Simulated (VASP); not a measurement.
Rb: single point with PBEsol

Rb:

```
CELL_PARAMETERS angstrom
-2.80250 2.80250 2.80250
2.80250 -2.80250 2.80250
2.80250 2.80250 -2.80250
ATOMIC_POSITIONS crystal
Rb 0.00000 0.00000 0.00000
```

```yaml
Program: VASP 6.6.1
Task: single point
Functional: PBEsol
Potentials_or_basis: VASP PAW PBE potentials, release 64 (Rb_sv)
Cutoff: 500 eV
k_mesh: 6 × 6 × 6
Occupations: fermi-dirac, width 0.05 eV
Spin: no spin polarisation
Dipole_correction: no
Further_INCAR_settings: ALGO = Normal; EDIFF = 1e-06; NBANDS = 10
```

| Item | Value |
| --- | --- |
| Pressure | 0.0 GPa |

Levels at points of the mesh, in eV from the Fermi level:
| k point | band 2 | band 3 | band 4 | band 5 | band 6 | band 7 |
| --- | --- | --- | --- | --- | --- | --- |
| (0.00, 0.00, 0.00) | -12.89 | -12.89 | -12.89 | -2.03 | 3.70 | 3.70 |
| (0.50, 0.00, 0.00) | -13.00 | -12.93 | -12.89 | 0.22 | 0.79 | 2.58 |
| (0.50, 0.50, 0.50) | -12.97 | -12.97 | -12.97 | 1.23 | 1.23 | 3.31 |

Run time: 17 s on 1 thread of Intel Xeon 8259CL (shared host), peak memory 0.2 GiB.

Caveat: the PAW data sets were made with another functional, which shifts forces and pressure a little.
